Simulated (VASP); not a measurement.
W: single point with PBEsol

Crystal: W.

```
W
1.0
    -1.57711    1.57711    1.57711
     1.57711   -1.57711    1.57711
     1.57711    1.57711   -1.57711
W
1
Cartesian
  0.0000 0.0000 0.0000
```

```yaml
Program: VASP 6.6.1
Task: single point
Functional: PBEsol
Potentials_or_basis: VASP PAW PBE potentials, release 64 (W_sv)
Cutoff: 520 eV
k_mesh: 20 × 20 × 20
Occupations: fermi-dirac, width 0.15 eV
Spin: no spin polarisation
Dipole_correction: no
Further_INCAR_settings: ALGO = Normal; EDIFF = 1e-07; NBANDS = 13
```

The pressure is 0.7 GPa and the band gap on the k mesh is zero (band 7 reaches 16.68 eV, above the bottom of band 8 at 10.17 eV).

Levels at points of the mesh, in eV from the Fermi level:
| k point | band 3 | band 4 | band 5 | band 6 | band 7 | band 8 | band 9 | band 10 | band 11 | band 12 |
| --- | --- | --- | --- | --- | --- | --- | --- | --- | --- | --- |
| (0.00, 0.00, 0.00) | -37.67 | -37.67 | -9.71 | -1.25 | -1.25 | -1.25 | 2.27 | 2.27 | 14.57 | 14.57 |
| (0.50, 0.00, 0.00) | -38.10 | -37.68 | -6.35 | -3.62 | 0.74 | 2.17 | 3.16 | 6.26 | 11.24 | 11.53 |
| (0.50, 0.50, 0.50) | -38.61 | -38.61 | -5.93 | -5.93 | 5.26 | 5.26 | 5.26 | 8.34 | 8.34 | 8.34 |

Wall time 19 s on 1 thread of AMD EPYC 9R45 96-Core Processor (Zen 5) (shared host), peak memory 0.13 GiB.

Caveat: the PAW data sets were made with another functional, which shifts forces and pressure a little; spin-orbit coupling is left out, which moves the levels of the heavy elements.
